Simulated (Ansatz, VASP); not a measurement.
# One calculation of Si, two programs

```
CELL_PARAMETERS angstrom
0.00000 2.71193 2.71193
2.71193 0.00000 2.71193
2.71193 2.71193 0.00000
ATOMIC_POSITIONS crystal
Si 0.00000 0.00000 0.00000
Si 0.25000 0.25000 0.25000
```

Change from the starting cell: volume scaled by 0.975.

Alike in both runs: task single point; functional PBE; k mesh 13 × 13 × 13; occupations fermi-dirac, width 0.05 eV; no spin polarisation.

|  | VASP | Ansatz |
| --- | --- | --- |
| version | VASP 6.6.1 | Ansatz 0.2.0 |
| potentials or method | VASP PAW PBE potentials, release 64 (Si), cutoff 520 eV | all-electron LAPW, scalar-relativistic |

VASP gave:

| Property | Result |
| --- | --- |
| pressure (GPa) | 2.3 |

Q: Which values does Ansatz return?

A: Pressure (GPa): 2.4.

Ansatz ran all-electron here, and VASP with PAW potentials.
